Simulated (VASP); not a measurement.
# V (P6_3/mmc) in VASP: single point with PBE

Aim: the single point of V with PBE.

Everything below comes from runs of VASP 6.6.1. Logs are shortened: lines on timing, memory, paths and dates and some standing lists are left out, and cuts for length are marked.

### Step 1. The cell of the first run

Symmetry: P6_3/mmc, No. 194, hexagonal system. Conventional cell: a = 2.614 Å, b = 2.614 Å, c = 4.688 Å, α = 90.00°, β = 90.00°, γ = 120.00°. Within 3.4 Å of V (site symmetry -6m2) lie 12 V at 2.61 to 2.79 Å.

This isn't the form of V at room conditions, which is bcc.

### Step 2. Single point, PBE, collinear spin, ferromagnetic start

INCAR reads:

```
SYSTEM = V
PREC = Accurate
ENCUT = 500
EDIFF = 1E-6
ISMEAR = 0
SIGMA = 0.05
LREAL = .False.
LASPH = .True.
NELM = 200
ALGO = Normal
ISIF = 2
LWAVE = .False.
LCHARG = .False.
ISPIN = 2
MAGMOM = 1 1
LORBIT = 11
LMAXMIX = 4
GGA = PE
NBANDS = 24
GGA_COMPAT = .False.
```

KPOINTS reads:

```
Automatic mesh
0
Gamma
  8 8 4
  0 0 0
```

POSCAR reads:

```
V
1.0
    2.6141451770      0.0000000000      0.0000000000
   -1.3070725885      2.2639161325      0.0000000000
    0.0000000000      0.0000000000      4.6876503630
V
2
Direct
    0.3333333333      0.6666666667      0.7500000000
    0.6666666667      0.3333333333      0.2500000000
```

Potentials or basis: VASP PAW PBE potentials, release 64 (V_sv).

Launch:

```
$ cat potpaw_PBE.64/V_sv/POTCAR > POTCAR
$ mpirun -np 1 vasp_std > vasp.out
```

OUTCAR:

```text
SYSTEM = V
   PREC = Accurate
   ENCUT = 500
   EDIFF = 1E-6
   ISMEAR = 0
   LREAL = .False.
   LASPH = .True.
   NELM = 200
   ISIF = 2
   ISPIN = 2
   LORBIT = 11
   GGA = PE

 ion  position               nearest neighbor table
   1  0.333  0.667  0.750-   2 2.79   2 2.79   2 2.79   2 2.79   2 2.79   2 2.79
   2  0.667  0.333  0.250-   1 2.79   1 2.79   1 2.79   1 2.79   1 2.79   1 2.79

  LATTYP: Found a hexagonal cell.
 ALAT       =     2.6141451770
 C/A-ratio  =     1.7931866999

  Lattice vectors:

 A1 = (   2.6141451770,   0.0000000000,   0.0000000000)
 A2 = (  -1.3070725885,   2.2639161325,   0.0000000000)
 A3 = (   0.0000000000,   0.0000000000,   4.6876503630)

Analysis of symmetry for initial positions (statically):
=====================================================================
 Subroutine PRICEL returns:
 Original cell was already a primitive cell.

 Routine SETGRP: Setting up the symmetry group for a
 hexagonal supercell.

 Subroutine GETGRP returns: Found 24 space group operations
 (whereof 12 operations were pure point group operations)
 out of a pool of 24 trial point group operations.

The static configuration has the point symmetry D_3d.
 The point group associated with its full space group is D_6h.

Analysis of symmetry for dynamics (positions and initial velocities):
=====================================================================
 Subroutine PRICEL returns:
 Original cell was already a primitive cell.

 Routine SETGRP: Setting up the symmetry group for a
 hexagonal supercell.

 Subroutine GETGRP returns: Found 24 space group operations
 (whereof 12 operations were pure point group operations)
 out of a pool of 24 trial point group operations.

The dynamic configuration has the point symmetry D_3d.
 The point group associated with its full space group is D_6h.

Analysis of structural, dynamic, and magnetic symmetry:
=====================================================================
 Subroutine PRICEL returns:
 Original cell was already a primitive cell.

 Routine SETGRP: Setting up the symmetry group for a
 hexagonal supercell.

 Subroutine GETGRP returns: Found 24 space group operations
 (whereof 12 operations were pure point group operations)
 out of a pool of 24 trial point group operations.

The overall configuration has the point symmetry D_3d.
 The point group associated with its full space group is D_6h.

 Subroutine INISYM returns: Found 24 space group operations
 (whereof 12 operations are pure point group operations),
 and found     1 'primitive' translations

----------------------------------------------------------------------------------------

                                     Primitive cell

  volume of cell :      27.7425

  direct lattice vectors                    reciprocal lattice vectors
     2.614145177  0.000000000  0.000000000     0.382534225  0.220856238  0.000000000
    -1.307072589  2.263916132  0.000000000     0.000000000  0.441712476  0.000000000
     0.000000000  0.000000000  4.687650363     0.000000000  0.000000000  0.213326490

  length of vectors
     2.614145177  2.614145177  4.687650363     0.441712476  0.441712476  0.213326490

  position of ions in fractional coordinates (direct lattice)
     0.333333333  0.666666667  0.750000000
     0.666666667  0.333333333  0.250000000

  ion indices of the primitive-cell ions
   primitive index   ion index
                 1           1
                 2           2

----------------------------------------------------------------------------------------

 KPOINTS: Automatic mesh

Automatic generation of k-mesh.
 Grid dimensions read from file:
 generate k-points for:    8    8    4

 Generating k-lattice:

  Cartesian coordinates                     Fractional coordinates (reciprocal lattice)
     0.047816778  0.027607030  0.000000000     0.125000000 -0.000000000  0.000000000
     0.000000000  0.055214059  0.000000000     0.000000000  0.125000000  0.000000000
     0.000000000  0.000000000  0.053331623     0.000000000  0.000000000  0.250000000

  Length of vectors
     0.055214059  0.055214059  0.053331623

  Shift w.r.t. Gamma in fractional coordinates (k-lattice)
     0.000000000  0.000000000  0.000000000

 Subroutine IBZKPT returns following result:
 ===========================================

 Found     30 irreducible k-points:

 Following reciprocal coordinates:
            Coordinates               Weight
  0.000000  0.000000  0.000000      1.000000
  0.125000  0.000000  0.000000      6.000000
  0.250000  0.000000  0.000000      6.000000
  0.375000 -0.000000  0.000000      6.000000
  0.500000  0.000000  0.000000      3.000000
  0.125000  0.125000  0.000000      6.000000
[... 16 lines left out ...]
  0.250000  0.000000  0.500000      6.000000
  0.375000 -0.000000  0.500000      6.000000
 [... further k-points ...]
   k-points           NKPTS =     30   k-points in BZ     NKDIM =     30   number of bands    NBANDS=     24
   number of dos      NEDOS =    301   number of ions     NIONS =      2
   total plane-waves  NPLWV =  14400
   dimension x,y,z NGX =    20 NGY =   20 NGZ =   36
   dimension x,y,z NGXF=    40 NGYF=   40 NGZF=   72
   ions per type =               2
   NGX,Y,Z   is equivalent  to a cutoff of  12.72, 12.72, 12.77 a.u.
   NGXF,Y,Z  is equivalent  to a cutoff of  25.44, 25.44, 25.53 a.u.
 SYSTEM =  V
   PREC   = accura    normal or accurate (medium, high low for compatibility)
   ISTART =      0    job   : 0-new  1-cont  2-samecut
   ICHARG =      2    charge: 1-file 2-atom 10-const
   ISPIN  =      2    spin polarized calculation?
   LNONCOLLINEAR =      F non collinear calculations
   LSORBIT =      F    spin-orbit coupling
   LASPH  =      T    aspherical Exc in radial PAW
   ENCUT  =  500.0 eV  36.75 Ry    6.06 a.u.   4.77  4.77  8.55*2*pi/ulx,y,z
   NELM   =    200;   NELMIN=  2; NELMDL= -5     # of ELM steps
   EDIFF  = 0.1E-05   stopping-criterion for ELM
   LREAL  =      F    real-space projection
   EDIFFG = 0.1E-04   stopping-criterion for IOM
   NSW    =      0    number of steps for IOM
   IBRION =     -1    ionic relax: 0-MD 1-quasi-New 2-CG
   NFREE  =      0    steps in history (QN), initial steepest desc. (CG)
   ISIF   =      2    stress and relaxation
   ISYM   =      2    0-nonsym 1-usesym 2-fastsym
   POTIM  = 0.5000    time-step for ionic-motion
   TEBEG  =    0.0;   TEEND  =   0.0 temperature during run
   PSTRESS=    0.0 pullay stress
   NELECT =      26.0000    total number of electrons
   NUPDOWN=      -1.0000    fix difference up-down
   EMIN   =  10.00;   EMAX   =-10.00  energy-range for DOS
   EFERMI =   0.00;   METHOD = LEGACY
   ISMEAR =     0;   SIGMA  =   0.05  broadening in eV -4-tet -1-fermi 0-gaus
   EFERMI_NEDOS =   21; number of points for ismear=-14 and -15
   IALGO  =     38    algorithm
   IMIX   =      4    mixing-type and parameters
     AMIX     =   0.40;   BMIX     =  1.00
     AMIX_MAG =   1.60;   BMIX_MAG =  1.00
  volume/ion in A,a.u.               =      13.87        93.61
  Fermi-wavevector in a.u.,A,eV,Ry     =   1.602080  3.027492 34.921534  2.566660
  Thomas-Fermi vector in A             =   2.698957
   LORBIT       =     11    0 simple, 1 ext, 2 COOP (PROOUT), +10 PAW based schemes
   GGA     = PE    functional components
   LHFCALC =     F    Hartree Fock is set to
   AEXX    =    0.0000 exact exchange contribution
   IVDW    =     0    specifies the selected vdW correction
   LEPSILON=     F    determine dielectric tensor
   LRPA    =     F    only Hartree local field effects (RPA)
 spin polarized calculation
 Gauss-broadening in eV      SIGMA  =   0.05
  energy-cutoff  :      500.00
  volume of cell :       27.74
 maximum number of plane-waves:       716
 NGX is ok and might be reduce to    20
   NGX =  9   NGY =  9   NGZ = 17

 number of electron      26.0000012 magnetization       0.0021788

 Free energy of the ion-electron system (eV)
  ---------------------------------------------------
  ext. energy  EPLUGINS =         0.00000000
  ---------------------------------------------------
  free energy    TOTEN  =       -17.49480163 eV

  energy without entropy =      -17.48906790  energy(sigma->0) =      -17.49193477

 E-fermi :   9.6466     XC(G=0): -12.7327

 val. band max:        9.6433156108   @ k =   0.3750  -0.0000   0.0000
 cond. band min:       9.6572594178   @ k =   0.1250   0.1250   0.0000
 fundamental gap:      0.0139438070
 Fermi energy:         9.6466222392

 spin component 1

 k-point     1 :       0.0000    0.0000    0.0000
  band No.  band energies     occupation
      1     -54.3526      1.00000
      2     -54.2406      1.00000
      3     -28.4435      1.00000
      4     -27.7921      1.00000
      5     -27.7061      1.00000
      6     -27.7061      1.00000
[... 16 lines left out ...]
     23      27.7466      0.00000
     24      30.0339      0.00000

 k-point     2 :       0.1250    0.0000    0.0000
  band No.  band energies     occupation
      1     -54.3263      1.00000
      2     -54.2219      1.00000
      3     -28.4024      1.00000
      4     -27.8292      1.00000
      5     -27.7960      1.00000
      6     -27.7694      1.00000
[... 16 lines left out ...]
     23      28.2497      0.00000
     24      29.4133      0.00000

 k-point     3 :       0.2500    0.0000    0.0000
  band No.  band energies     occupation
      1     -54.2611      1.00000
      2     -54.1778      1.00000
      3     -28.2948      1.00000
      4     -28.1262      1.00000
      5     -28.0587      1.00000
      6     -27.8155      1.00000
[... 16 lines left out ...]
     23      27.2252      0.00000
     24      27.9267      0.00000
[... 514 lines left out ...]
 k-point    23 :       0.2500    0.0000    0.5000
  band No.  band energies     occupation
      1     -54.2196      1.00000
      2     -54.2196      1.00000
      3     -28.1928      1.00000
      4     -28.1928      1.00000
      5     -27.9550      1.00000
      6     -27.9550      1.00000
[... 16 lines left out ...]
     23      24.9815      0.00000
     24      24.9815      0.00000

 k-point    24 :       0.3750   -0.0000    0.5000
  band No.  band energies     occupation
      1     -54.1644      1.00000
      2     -54.1644      1.00000
      3     -28.4298      1.00000
      4     -28.4298      1.00000
      5     -27.9558      1.00000
      6     -27.9558      1.00000
[... 16 lines left out ...]
     23      24.9662      0.00000
     24      24.9662      0.00000

 [... further k-points ...]

 spin component 2

 k-point     1 :       0.0000    0.0000    0.0000
  band No.  band energies     occupation
      1     -54.3517      1.00000
      2     -54.2396      1.00000
      3     -28.4429      1.00000
      4     -27.7915      1.00000
      5     -27.7050      1.00000
      6     -27.7050      1.00000
[... 16 lines left out ...]
     23      27.7470      0.00000
     24      30.0344      0.00000

 k-point     2 :       0.1250    0.0000    0.0000
  band No.  band energies     occupation
      1     -54.3254      1.00000
      2     -54.2209      1.00000
      3     -28.4018      1.00000
      4     -27.8282      1.00000
      5     -27.7953      1.00000
      6     -27.7684      1.00000
[... 16 lines left out ...]
     23      28.2501      0.00000
     24      29.4138      0.00000

 k-point     3 :       0.2500    0.0000    0.0000
  band No.  band energies     occupation
      1     -54.2602      1.00000
      2     -54.1769      1.00000
      3     -28.2942      1.00000
      4     -28.1251      1.00000
      5     -28.0576      1.00000
      6     -27.8144      1.00000
[... 16 lines left out ...]
     23      27.2256      0.00000
     24      27.9273      0.00000
[... 514 lines left out ...]
 k-point    23 :       0.2500    0.0000    0.5000
  band No.  band energies     occupation
      1     -54.2187      1.00000
      2     -54.2187      1.00000
      3     -28.1919      1.00000
      4     -28.1919      1.00000
      5     -27.9542      1.00000
      6     -27.9542      1.00000
[... 16 lines left out ...]
     23      24.9820      0.00000
     24      24.9820      0.00000

 k-point    24 :       0.3750   -0.0000    0.5000
  band No.  band energies     occupation
      1     -54.1634      1.00000
      2     -54.1634      1.00000
      3     -28.4288      1.00000
      4     -28.4288      1.00000
      5     -27.9551      1.00000
      6     -27.9551      1.00000
[... 16 lines left out ...]
     23      24.9668      0.00000
     24      24.9668      0.00000

 [... further k-points ...]

------------------------ aborting loop because EDIFF is reached ----------------------------------------

  FORCE on cell =-STRESS in cart. coord.  units (eV):
  Direction    XX          YY          ZZ          XY          YZ          ZX
  --------------------------------------------------------------------------------------
  -------------------------------------------------------------------------------------
  Total       -0.0139082     -0.0139082     -0.0193629      0.0000000     -0.0000000      0.0000000
  in kB       -0.8032248     -0.8032248     -1.1182421      0.0000000     -0.0000000      0.0000000
  external PRESSURE =      -0.9082306 kB  Pullay stress =       0.0000000 kB

 VOLUME and BASIS-vectors are now :
 -----------------------------------------------------------------------------
  energy-cutoff  :      500.00
  volume of cell :       27.74
      direct lattice vectors                 reciprocal lattice vectors
     2.614145177  0.000000000  0.000000000     0.382534225  0.220856238  0.000000000
    -1.307072589  2.263916132  0.000000000     0.000000000  0.441712476  0.000000000
     0.000000000  0.000000000  4.687650363     0.000000000  0.000000000  0.213326490

 POSITION                                       TOTAL-FORCE (eV/Angst)
 -----------------------------------------------------------------------------------
     -0.00000      1.50928      3.51574         0.000000      0.000000      0.000000
      1.30707      0.75464      1.17191        -0.000000      0.000000      0.000000
 -----------------------------------------------------------------------------------
    total drift:                               -0.000000      0.000000     -0.000000

  FREE ENERGIE OF THE ION-ELECTRON SYSTEM (eV)
  ---------------------------------------------------
  free  energy   TOTEN  =       -17.4948016279 eV

  energy  without entropy=      -17.4890679034  energy(sigma->0) =      -17.49193477

 total charge

# of ion       s       p       d       tot
------------------------------------------
    1        2.344   6.213   3.063  11.620
    2        2.344   6.213   3.063  11.620
--------------------------------------------------
tot          4.687  12.426   6.127  23.240

 magnetization (x)

# of ion       s       p       d       tot
------------------------------------------
    1        0.000   0.000   0.001   0.001
    2        0.000   0.000   0.001   0.001
--------------------------------------------------
tot          0.000   0.000   0.002   0.002
```

Wall time 80 s (1 thread of Intel Xeon 8259CL, shared host); peak memory 0.16 GiB.

What came out:

* Free energy: -17.4948 eV
* Pressure: -0.1 GPa
* Band gap on the k mesh: zero (filled and empty bands overlap)
* Net moment: 0.00 μB per cell
* Valence electrons inside the program's atomic spheres: V 11.62

Levels at points of the mesh, in eV from the Fermi level:
Spin up:
```tsv
k point	band 9	band 10	band 11	band 12	band 13	band 14	band 15	band 16	band 17	band 18
(0.00, 0.00, 0.00)	-6.80	-3.38	-0.46	-0.09	0.35	0.35	0.67	0.67	1.81	1.81
(0.50, 0.00, 0.00)	-2.89	-2.80	-2.64	-0.27	-0.19	0.37	0.60	3.01	3.48	3.60
(0.00, 0.00, 0.50)	-5.01	-5.01	-0.93	-0.93	0.38	0.38	0.38	0.38	2.52	2.52
(0.50, 0.00, 0.50)	-3.20	-3.20	-1.73	-1.73	1.64	1.64	1.66	1.66	3.54	3.54
```
Spin down:
| k point | band 11 | band 12 | band 13 | band 14 | band 15 | band 16 |
| --- | --- | --- | --- | --- | --- | --- |
| (0.00, 0.00, 0.00) | -0.46 | -0.09 | 0.35 | 0.35 | 0.68 | 0.68 |
| (0.50, 0.00, 0.00) | -2.64 | -0.27 | -0.19 | 0.37 | 0.60 | 3.01 |
| (0.00, 0.00, 0.50) | -0.93 | -0.93 | 0.38 | 0.38 | 0.38 | 0.38 |
| (0.50, 0.00, 0.50) | -1.73 | -1.73 | 1.65 | 1.65 | 1.66 | 1.66 |
